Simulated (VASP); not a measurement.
Sc: single point with r2SCAN

Crystal: Sc.

```
CELL_PARAMETERS angstrom
3.33091 0.00000 0.00000
-1.66546 2.88466 0.00000
0.00000 0.00000 5.30822
ATOMIC_POSITIONS crystal
Sc 0.66667 0.33333 0.75000
Sc 0.33333 0.66667 0.25000
```

```yaml
Program: VASP 6.6.1
Task: single point
Functional: r2SCAN
Potentials_or_basis: VASP PAW PBE potentials, release 64 (Sc_sv)
Cutoff: 520 eV
k_mesh: 9 × 9 × 5
Occupations: fermi-dirac, width 0.05 eV
Spin: no spin polarisation
```

* Pressure: -0.9 GPa
* Band gap on the k mesh: zero (band 11 reaches 4.26 eV, above the bottom of band 12 at 3.11 eV)

Stress tensor (GPa, compression positive):
```
-0.46  0.00  0.00
 0.00 -0.46  0.00
 0.00  0.00 -1.91
```

Levels at points of the mesh, in eV from the Fermi level:
| k point | band 9 | band 10 | band 11 | band 12 | band 13 | band 14 |
| --- | --- | --- | --- | --- | --- | --- |
| (0.00, 0.00, 0.00) | -5.44 | -1.69 | 0.22 | 1.79 | 1.79 | 1.91 |

It took 120 s on 1 thread of Intel(R) Xeon(R) Platinum 8259CL CPU @ 2.50GHz (Skylake/Cascade Lake), on a shared host, peak memory 0.18 GiB.

Caveat: the PAW data sets were made with another functional, which shifts forces and pressure a little.
